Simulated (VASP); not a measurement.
Here is a VASP 6.6.1 calculation.

The input INCAR:

```
PREC = Accurate ; ENCUT = 520
EDIFF = 1E-6 ; ISMEAR = -1
SIGMA = 0.03 ; LREAL = F
LASPH = T ; NELM = 80
ALGO = Normal ; ISIF = 2
LWAVE = F ; LCHARG = T
GGA = CA ; LELF = T
LVHAR = T ; NBANDS = 21
```

The input KPOINTS:

```
regular mesh
0
Gamma
  15 15 15
```

Contents of POSCAR:

```
Ge
1.0
   -2.4958980000      2.6508630000      1.4369470000
    2.4958980000     -2.6508630000      1.4369470000
    2.4958980000      2.6508630000     -1.4369470000
Ge
2
Direct
    0.6859430000      0.9359430000      0.7500000000
    0.3140570000      0.0640570000      0.2500000000
```

Potentials or basis: VASP PAW LDA potentials, release 64 (Ge_d).

The run is started by

```console
$ cat potpaw_LDA.64/Ge_d/POTCAR > POTCAR
$ mpirun -np 1 vasp_std > vasp.out
```

(1) What does it give for the largest force?

(2) Predict the band gap on the k mesh.

(3) What does it give for the pressure?

## Answers

(1) 0.050 eV/Å.

(2) zero (band 14 reaches 8.62 eV, above the bottom of band 15 at 2.84 eV).

(3) -4.3 GPa.
